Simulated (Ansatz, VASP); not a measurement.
## In3BiSb2 in VASP and in Ansatz

```
Sb In Bi
1.0
    -2.37448    7.11639    3.34839
     2.37448   -7.11639    3.34839
     2.37448    7.11639   -3.34839
Sb In Bi
2 3 1
Direct
  0.33388 0.00091 0.33298
  0.66793 0.00091 0.66702
  0.57552 0.74579 0.82973
  0.91607 0.74579 0.17027
  0.25799 0.75799 0.50000
  0.99860 0.99860 0.00000
```

Alike in both runs: task single point; functional PBE; k mesh 6 × 6 × 6; occupations fermi-dirac, width 0.02 eV; no spin polarisation.

|  | VASP | Ansatz |
| --- | --- | --- |
| version | VASP 6.6.1 | Ansatz 0.2.0 |
| potentials or method | VASP PAW PBE potentials, release 64 (Sb, In_d, Bi_d) | plane waves, PAW |
| plane-wave cutoff (eV) | 520 | 420 |
| valence electrons in the cell | 64 | 84 |

```tsv
	VASP	Ansatz	Ansatz less VASP
pressure (GPa)	0.0	0.0	+0.02
```

VASP's potentials hold 64 valence electrons a cell and Ansatz's 84, so a difference there can come from the potentials and not from the codes.

Spin-orbit coupling is off throughout.
